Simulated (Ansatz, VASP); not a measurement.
**AgCl in VASP and in Ansatz**

```
CELL_PARAMETERS angstrom
1.87091 -5.55660 0.00000
1.87091 5.55660 0.00000
0.00000 0.00000 3.84556
ATOMIC_POSITIONS crystal
Ag 0.39656 0.60344 0.75000
Ag 0.60344 0.39656 0.25000
Cl 0.86545 0.13455 0.25000
Cl 0.13455 0.86545 0.75000
```

Change from the starting cell: zz strain of -2 %.

Alike in both runs: task single point; functional PBE; k mesh 9 × 9 × 8; occupations fermi-dirac, width 0.03 eV; no spin polarisation.

```csv
,VASP,Ansatz
version,VASP 6.6.1,Ansatz 0.2.0
potentials or method,"VASP PAW PBE potentials, release 64 (Ag, Cl), cutoff 520 eV","all-electron LAPW, scalar-relativistic"
```

Ansatz gave:

| Quantity | Value |
| --- | --- |
| pressure (GPa) | 3.0 |
| traceless stress, the component that is largest in VASP (GPa) | -0.36 |
| rms of the force components (eV/Å) | 0.015 |

Q: What did VASP give for the same quantities?

A: Pressure (GPa): 2.9; traceless stress, the component that is largest in VASP (GPa): -0.31; rms of the force components (eV/Å): 0.013.

Atom by atom the forces differ by 0.002 eV/Å (rms over components). Ansatz ran all-electron here, and VASP with PAW potentials.
